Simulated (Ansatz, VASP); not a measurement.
# Two plane-wave programs on NiO2

File INCAR:

```
SYSTEM = NiO2
  PREC = Accurate
  ENCUT = 520
  EDIFF = 1E-7
  ISMEAR = 0
  SIGMA = 0.05
  LREAL = .FALSE.
  LASPH = .TRUE.
  NELM = 100
  ALGO = Normal
  ISIF = 2
  LWAVE = .FALSE.
  LCHARG = .FALSE.
  NBANDS = 18
```

The input KPOINTS:

```
Automatic mesh
0
G
  12 12 6
  0 0 0
```

POSCAR

```
NiO2
1.0
    2.7627792314      0.0000000000      0.0000000000
   -1.3813896157      2.3926369995      0.0000000000
    0.0000000000      0.0000000000      4.2061363981
Ni O
1 2
Direct
    0.0000000000      0.0000000000      0.5000000000
    0.6666666667      0.3333333333      0.6948483030
    0.3333333333      0.6666666667      0.3051516970
```

Input for Ansatz:

```yaml
crystal:
  lattice:
    - [2.7627792314, 0.0, 0.0]
    - [-1.3813896157, 2.3926369995, 0.0]
    - [0.0, 0.0, 4.2061363981]
  atoms:
    - { symbol: Ni, position: [0.0, 0.0, 0.5] }
    - { symbol: O, position: [0.6666666667, 0.3333333333, 0.694848303] }
    - { symbol: O, position: [0.3333333333, 0.6666666667, 0.305151697] }
basis:
  ecutwfc: 520.0
kpoints:
  mp_grid: { grid: [12, 12, 6] }
hamiltonian:
  xc: lda
  pseudopotentials: { kind: paw }
scf:
  occupations: { method: gaussian, width: 0.05 }
output:
  forces: true
  stress: true
  eigenvalues: true
```

Alike in both runs: task single point; functional LDA; k mesh 12 × 12 × 6; occupations gaussian, width 0.05 eV; no spin polarisation.

|  | VASP | Ansatz |
| --- | --- | --- |
| version | VASP 6.6.1 | Ansatz 0.2.0 |
| potentials or method | VASP PAW LDA potentials, release 64 (Ni, O), cutoff 520 eV | scalar-relativistic, plane waves, PAW |
| valence electrons in the cell | 22 | 30 |

```csv
,VASP,Ansatz,Ansatz less VASP
gap on the k mesh at the Fermi level (eV),0.74,0.77,+0.034
least direct gap on the mesh (eV),1.27,1.32,+0.051
pressure (GPa),20.2,18.8,-1.47
"traceless stress, the component that is largest in VASP (GPa)",0.30,1.29,+0.988
rms of the force components (eV/Å),1.082,1.042,-0.0402
```

LDA's correlation is that of Perdew and Zunger in VASP and of Perdew and Wang (1992) in Ansatz. Atom by atom the forces differ by 0.040 eV/Å (rms over components). VASP's potentials hold 22 valence electrons a cell and Ansatz's 30, so a difference there can come from the potentials and not from the codes.
